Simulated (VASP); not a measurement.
# Si2W (I4/mmm) in VASP: a series of runs, part 3 of 3

VASP 6.6.1. The steps go on from the part before.

### Step 5. Single point, PBE (volume 13.674 Å^3 an atom, c/a of the conventional cell 2.9225)

Input file INCAR:

```
  PREC = Accurate
  ENCUT = 520
  EDIFF = 1E-6
  ISMEAR = 0
  SIGMA = 0.15
  LREAL = F
  LASPH = T
  NELM = 80
  ALGO = Normal
  ISIF = 2
  LWAVE = F
  LCHARG = F
  GGA = PE
  NBANDS = 18
```

Input file KPOINTS:

```
regular mesh
0
Gamma
  18 18 18
```

Input file POSCAR:

```
Si2W
1.0
   -1.5196047345      1.5196047345      4.4410448366
    1.5196047345     -1.5196047345      4.4410448366
    1.5196047345      1.5196047345     -4.4410448366
Si W
2 1
Direct
    0.3345726944      0.3345726944      0.0000000000
    0.6654273056      0.6654273056      0.0000000000
    0.0000000000      0.0000000000      0.0000000000
```

Potentials or basis: VASP PAW PBE potentials, release 64 (Si, W_sv).

Run with:

```sh
$ cat potpaw_PBE.64/Si/POTCAR potpaw_PBE.64/W_sv/POTCAR > POTCAR
$ mpirun -np 1 vasp_std > vasp.out
```

OUTCAR:

```text
PREC = Accurate
   ENCUT = 520
   EDIFF = 1E-6
   ISMEAR = 0
   LREAL = F
   LASPH = T
   NELM = 80
   ISIF = 2
   GGA = PE

 ion  position               nearest neighbor table
   1  0.335  0.335  0.000-   3 2.60   3 2.60   3 2.60   3 2.60   2 2.62   2 2.62   2 2.62   2 2.62
                             2 2.94   3 2.97
   2  0.665  0.665  0.000-   3 2.60   3 2.60   3 2.60   3 2.60   1 2.62   1 2.62   1 2.62   1 2.62
                             1 2.94   3 2.97
   3  0.000  0.000  0.000-   2 2.60   2 2.60   2 2.60   1 2.60   2 2.60   1 2.60   1 2.60   1 2.60
                             1 2.97   2 2.97

  LATTYP: Found a body centered tetragonal cell.
 ALAT       =     3.0392094690
 C/A-ratio  =     2.9225000000

  Lattice vectors:

 A1 = (  -1.5196047345,   1.5196047345,   4.4410448366)
 A2 = (   1.5196047345,  -1.5196047345,   4.4410448366)
 A3 = (   1.5196047345,   1.5196047345,  -4.4410448366)

Analysis of symmetry for initial positions (statically):
=====================================================================
 Subroutine PRICEL returns:
 Original cell was already a primitive cell.

 Routine SETGRP: Setting up the symmetry group for a
[... 170 lines left out ...]

 E-fermi :  11.9101     XC(G=0): -12.4681

 val. band max:       11.9078178892   @ k =  -0.1111  -0.2222   0.0556
 cond. band min:      11.9134887586   @ k =   0.0556   0.0556   0.0556
 fundamental gap:      0.0056708693
 Fermi energy:        11.9100970423

 k-point     1 :       0.0000    0.0000    0.0000
  band No.  band energies     occupation
      1     -62.0535      2.00000
      2     -26.4608      2.00000
      3     -26.1393      2.00000
      4     -26.1393      2.00000
      5      -2.2448      2.00000
      6       4.5428      2.00000
[... 481 lines left out ...]
      5      -1.2743      2.00000
      6       4.6741      2.00000
[... 10 lines left out ...]
     17      18.8038      0.00000
     18      21.1233      0.00000

 [... further k-points ...]

------------------------ aborting loop because EDIFF is reached ----------------------------------------

  FORCE on cell =-STRESS in cart. coord.  units (eV):
  Direction    XX          YY          ZZ          XY          YZ          ZX
  --------------------------------------------------------------------------------------
  -------------------------------------------------------------------------------------
  Total        4.9769700      4.9769700     -7.3390903      0.0000000      0.0000000     -0.0000000
  in kB      194.3878772    194.3878772   -286.6463322      0.0000000      0.0000000     -0.0000000
  external PRESSURE =      34.0431407 kB  Pullay stress =       0.0000000 kB

 VOLUME and BASIS-vectors are now :
 -----------------------------------------------------------------------------
  energy-cutoff  :      520.00
  volume of cell :       41.02
      direct lattice vectors                 reciprocal lattice vectors
    -1.519604735  1.519604735  4.441044837     0.000000000  0.329032931  0.112586118
     1.519604735 -1.519604735  4.441044837     0.329032931  0.000000000  0.112586118
     1.519604735  1.519604735 -4.441044837     0.329032931  0.329032931  0.000000000

 POSITION                                       TOTAL-FORCE (eV/Angst)
 -----------------------------------------------------------------------------------
      0.00000      0.00000      2.97170         0.000000      0.000000      0.218240
      0.00000      0.00000      5.91038        -0.000000     -0.000000     -0.218240
      0.00000      0.00000      0.00000         0.000000      0.000000     -0.000000
 -----------------------------------------------------------------------------------
    total drift:                               -0.000000     -0.000000      0.000000

  FREE ENERGIE OF THE ION-ELECTRON SYSTEM (eV)
  ---------------------------------------------------
  free  energy   TOTEN  =       -23.9330702071 eV

  energy  without entropy=      -23.9191150619  energy(sigma->0) =      -23.92609263
```

stdout:

```text
POSCAR found type information on POSCAR SiW
 POSCAR found :  2 types and       3 ions
 scaLAPACK will be used
 LDA part: xc-table for (Slater+PW92), standard interpolation
 POSCAR, INCAR and KPOINTS ok, starting setup
 FFT: planning ... GRIDC
 FFT: planning ... GRID_SOFT
 FFT: planning ... GRID
 WAVECAR not read
 entering main loop
```

Wall time 5.9 min (1 thread of AMD EPYC 9R45 (Zen 5), shared host); peak memory 0.46 GiB.

What came out:

- Free energy: -23.9331 eV
- Pressure: 3.4 GPa
- Largest force: 0.218 eV/Å
- Band gap on the k mesh: zero (band 11 reaches 13.56 eV, above the bottom of band 12 at 11.01 eV)

Forces in eV/Å, atoms in the order of the input:
```
Si   0.000  0.000  0.218
Si   0.000  0.000 -0.218
W    0.000  0.000  0.000
```

Caveat: spin-orbit coupling is left out, which moves the levels of the heavy elements.

### Step 6. Single point, PBE (volume 13.674 Å^3 an atom, c/a of the conventional cell 2.0309)

Input file INCAR:

```
PREC = Accurate ; ENCUT = 520
EDIFF = 1E-6 ; ISMEAR = 0
SIGMA = 0.15 ; LREAL = False
LASPH = True ; NELM = 100
ALGO = Normal ; ISIF = 2
LWAVE = False ; LCHARG = True
GGA = PE ; LELF = True
LVHAR = True ; NBANDS = 18
```

KPOINTS is that of step 5.

Input file POSCAR:

```
Si2W
1.0
   -1.7156128800      1.7156128800      3.4842381981
    1.7156128800     -1.7156128800      3.4842381981
    1.7156128800      1.7156128800     -3.4842381981
Si W
2 1
Direct
    0.3345726944      0.3345726944      0.0000000000
    0.6654273056      0.6654273056      0.0000000000
    0.0000000000      0.0000000000      0.0000000000
```

Potentials or basis: VASP PAW PBE potentials, release 64 (Si, W_sv).

Run with:

```sh
$ cat potpaw_PBE.64/Si/POTCAR potpaw_PBE.64/W_sv/POTCAR > POTCAR
$ mpirun -np 1 vasp_std > vasp.out
```

Wall time 2.8 min (1 thread of AMD EPYC 9R45 (Zen 5), shared host); peak memory 0.41 GiB.

The run converged. Its results:

```yaml
Free_energy: -23.4565 eV
Pressure: 13.5 GPa
Largest_force: 0.590 eV/Å
Band_gap_on_the_k_mesh: zero (band 11 reaches 11.90 eV, above the bottom of band 12 at 11.36 eV)
```

Forces on the atoms (eV/Å):
```
Si   0.000  0.000  0.590
Si   0.000  0.000 -0.590
W    0.000  0.000  0.000
```

Stress tensor (GPa, compression positive):
```
-16.90   0.00   0.00
  0.00 -16.90   0.00
  0.00   0.00  74.26
```

Levels at points of the mesh, in eV from the Fermi level:
```tsv
k point	band 8	band 9	band 10	band 11	band 12	band 13	band 14	band 15
(0.00, 0.00, 0.00)	-3.47	-2.72	-1.29	-0.20	1.87	1.87	2.38	3.14
(0.50, 0.00, 0.00)	-4.11	-3.48	-2.30	-0.74	1.81	2.00	3.97	5.04
(0.50, 0.50, 0.00)	-5.22	-5.12	-1.86	-1.76	1.92	2.19	4.42	5.04
(0.50, 0.50, 0.50)	-3.33	-1.88	-1.88	-0.11	-0.11	0.24	4.68	7.23
```

Caveat: spin-orbit coupling is left out, which moves the levels of the heavy elements.

### Step 7. Summary

```tsv
cell	gap on the mesh (eV)	pressure (GPa)	largest force (eV/Å)
a = 4.487 Å, angles 138.4, 138.4, 60.3°, 3 atoms	none	10.0	0.12
a = 4.667 Å, angles 140.4, 140.4, 57.3°, 3 atoms	none	-0.2	0.03
a = 4.439 Å, angles 136.4, 136.4, 63.3°, 3 atoms	none	2.3	0.02
a = 4.934 Å, angles 144.1, 144.1, 51.6°, 3 atoms	none	3.4	0.22
a = 4.246 Å, angles 132.3, 132.3, 69.7°, 3 atoms	none	13.5	0.59
```

Alike in all rows: task single point; level PBE; potentials or basis VASP PAW PBE potentials, release 64 (Si, W_sv); no spin polarisation; k mesh 18 × 18 × 18; cutoff (eV) 520; smearing gaussian 0.15 eV.

Caveats: spin-orbit coupling is left out, which moves the levels of the heavy elements.

Total energies depend on the potentials used, so only differences within one code and one set of settings carry meaning.
